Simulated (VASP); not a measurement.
Hg: single point with PBE+D3(BJ)

The system is Hg.

```
Hg
1.0
    -2.17318    2.17318    1.71215
     2.17318   -2.17318    1.71215
     2.17318    2.17318   -1.71215
Hg
1
Direct
  0.00000 0.00000 0.00000
```

This cell differs from its parent crystal: strain +0.050 along x and y, -0.050 along z.

* Program: VASP 6.6.1
* Task: single point
* Functional: PBE
* Dispersion: D3(BJ)
* Potentials or basis: VASP PAW PBE potentials, release 64 (Hg)
* Cutoff: 520 eV
* k mesh: 18 × 18 × 18
* Occupations: gaussian, width 0.15 eV
* Spin: no spin polarisation
* Dipole correction: no
* Further INCAR settings: ALGO = Fast; EDIFF = 1e-07; NBANDS = 12

* Pressure: -1.9 GPa
* Band gap on the k mesh: zero (band 6 reaches 0.98 eV, above the bottom of band 7 at 0.03 eV)
* Dispersion energy per atom: -0.325 eV

Stress tensor (GPa, compression positive):
```
-2.18  0.00  0.00
 0.00 -2.18  0.00
 0.00  0.00 -1.20
```

Levels at points of the mesh, in eV from the Fermi level:
```csv
k point,band 3,band 4,band 5,band 6,band 7,band 8,band 9,band 10
"(0.00, 0.00, 0.00)",-6.01,-5.91,-5.91,-5.56,10.53,10.53,14.10,14.76
"(0.50, 0.00, 0.00)",-5.74,-5.38,-5.36,-1.03,0.26,7.32,8.12,11.08
"(0.50, 0.50, 0.00)",-6.02,-5.75,-5.37,-2.51,-0.47,10.76,12.13,14.28
"(0.50, 0.50, 0.50)",-5.42,-5.42,-5.34,0.48,2.57,2.57,7.37,7.57
```

Wall time 60 s on 1 thread of Intel(R) Xeon(R) 6975P-C (Granite Rapids) (shared host), peak memory 0.3 GiB.

Caveat: the cell differs from its parent crystal (strain +0.050 along x and y, -0.050 along z); spin-orbit coupling is left out, which moves the levels of the heavy elements; pairwise dispersion overbinds metals, which lowers pressure and volume.
